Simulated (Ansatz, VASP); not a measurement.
# One calculation of TiB2, two programs

```
CELL_PARAMETERS angstrom
3.03268 0.00000 0.00000
-1.51634 2.62637 0.00000
0.00000 0.00000 3.22385
ATOMIC_POSITIONS crystal
Ti 0.00000 0.00000 0.00000
B 0.33333 0.66667 0.50000
B 0.66667 0.33333 0.50000
```

Alike in both runs: functional PBE; k mesh 15 × 15 × 14; occupations fermi-dirac, width 0.15 eV; no spin polarisation.

Ansatz relaxed the structure, and its values are those at the end. VASP's run is a single point on that final structure, the one shown.

|  | VASP | Ansatz |
| --- | --- | --- |
| version | VASP 6.6.1 | Ansatz 0.2.0 |
| potentials or method | VASP PAW PBE potentials, release 64 (Ti_sv, B), cutoff 520 eV | scalar-relativistic, plane waves, PAW |
| valence electrons in the cell | 18 | 18 |

Ansatz gave:

```
gap on the k mesh at the Fermi level (eV) : none
pressure (GPa)                            : 0.0
```

Q: Which values does VASP return?

A: gap on the k mesh at the Fermi level (eV): none; pressure (GPa): 0.2.

A gap of «none» marks a metal or a gap that the smearing closes.
